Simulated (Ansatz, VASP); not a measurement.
## Tl in VASP and in Ansatz

```xyz
2
Lattice="3.5205 0.0000 0.0000 -1.7603 3.0488 0.0000 0.0000 0.0000 5.6840" Properties=species:S:1:pos:R:3 pbc="T T T"
Tl    0.0000    2.0326    1.4210
Tl    1.7603    1.0163    4.2630
```

Change from the starting cell: volume scaled by 1.02.

Alike in both runs: task single point; functional PBE; k mesh 11 × 11 × 6; occupations fermi-dirac, width 0.05 eV; no spin polarisation.

|  | VASP | Ansatz |
| --- | --- | --- |
| version | VASP 6.6.1 | Ansatz 0.2.0 |
| potentials or method | VASP PAW PBE potentials, release 64 (Tl_d), cutoff 520 eV | all-electron LAPW, scalar-relativistic |

```csv
,VASP,Ansatz,Ansatz less VASP
pressure (GPa),0.7,0.8,+0.07
"traceless stress, the component that is largest in VASP (GPa)",-0.37,-0.36,+0.010
```

Ansatz ran all-electron here, and VASP with PAW potentials.

Spin-orbit coupling is off throughout.
